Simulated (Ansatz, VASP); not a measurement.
One calculation of Bi, two programs

```
CELL_PARAMETERS angstrom
3.21466 -0.00913 -0.00194
0.02961 9.34498 0.02498
0.00779 0.14036 14.26884
ATOMIC_POSITIONS crystal
Bi 0.00027 0.43935 0.10624
Bi 0.00035 0.44378 0.60748
Bi 0.00010 0.23175 0.31550
Bi 0.00016 0.23680 0.81479
Bi 0.99984 0.76320 0.18521
Bi 0.99990 0.76825 0.68450
Bi 0.00057 0.91520 0.89988
Bi 0.00044 0.91024 0.40145
Bi 0.99973 0.56065 0.89376
Bi 0.99965 0.55622 0.39252
Bi 0.99943 0.08480 0.10012
Bi 0.99956 0.08976 0.59855
```

Change from the starting cell: the structure that the rattled cell fell into.

Alike in both runs: functional PBE; k mesh 6 × 2 × 1; occupations gaussian, width 0.1 eV; no spin polarisation.

Ansatz relaxed the structure, and its values are those at the end. VASP's run is a single point on that final structure, the one shown.

```csv
,VASP,Ansatz
version,VASP 6.6.1,Ansatz 0.2.0
potentials or method,"VASP PAW PBE potentials, release 64 (Bi_d), cutoff 520 eV","scalar-relativistic, plane waves, PAW"
valence electrons in the cell,180,180
```

```tsv
	VASP	Ansatz	Ansatz less VASP
gap on the k mesh at the Fermi level (eV)	none	none	-
pressure (GPa)	0.0	0.0	+0.07
rms of the force components (eV/Å)	0.007	0.007	-0.0003
```

A gap of «none» marks a metal or a gap that the smearing closes.

The k mesh is coarse, so the values compare programs but aren't converged. Spin-orbit coupling is off throughout.
